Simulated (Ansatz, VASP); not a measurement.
**Two plane-wave programs on Pt**

File INCAR:

```
  ALGO = Normal
  EDIFF = 1E-7
  ENCUT = 520
  ISIF = 2
  ISMEAR = 0
  LASPH = True
  LCHARG = False
  LREAL = False
  LWAVE = False
  NBANDS = 11
  NELM = 100
  PREC = Accurate
  SIGMA = 0.15
```

KPOINTS

```
k-points
0
Gamma
  22 22 22
```

POSCAR

```
Pt
1.0
   -1.5505813431      1.5505813431      1.5505813431
    1.5505813431     -1.5505813431      1.5505813431
    1.5505813431      1.5505813431     -1.5505813431
Pt
1
Direct
    0.0000000000      0.0000000000      0.0000000000
```

Input for Ansatz:

```yaml
crystal:
  lattice:
    - [-1.5505813431, 1.5505813431, 1.5505813431]
    - [1.5505813431, -1.5505813431, 1.5505813431]
    - [1.5505813431, 1.5505813431, -1.5505813431]
  atoms:
    - { symbol: Pt, position: [0.0, 0.0, 0.0] }
basis:
  ecutwfc: 420
kpoints:
  mp_grid: { grid: [22, 22, 22] }
hamiltonian:
  xc: lda
  pseudopotentials: { kind: paw, azcp: { folder: soft_1 } }
scf:
  occupations: { method: gaussian, width: 0.15 }
output:
  forces: true
  stress: true
  eigenvalues: true
  write_density: true
  write_potential: true
  elf: true
  volumetric_format: npy
```

Alike in both runs: task single point; functional LDA; k mesh 22 × 22 × 22; occupations gaussian, width 0.15 eV; no spin polarisation.

```csv
,VASP,Ansatz
version,VASP 6.6.1,Ansatz 0.2.0
potentials or method,"VASP PAW LDA potentials, release 64 (Pt), cutoff 520 eV","scalar-relativistic, plane waves, PAW"
valence electrons in the cell,10,18
```

```csv
,VASP,Ansatz,Ansatz less VASP
gap on the k mesh at the Fermi level (eV),none,none,-
pressure (GPa),0.9,0.2,-0.75
```

Ansatz warns that its potentials were made for another functional, while VASP's fit it. LDA's correlation is that of Perdew and Zunger in VASP and of Perdew and Wang (1992) in Ansatz. A gap of «none» marks a metal or a gap that the smearing closes. VASP's potentials hold 10 valence electrons a cell and Ansatz's 18, so a difference there can come from the potentials and not from the codes.

Spin-orbit coupling is off throughout.
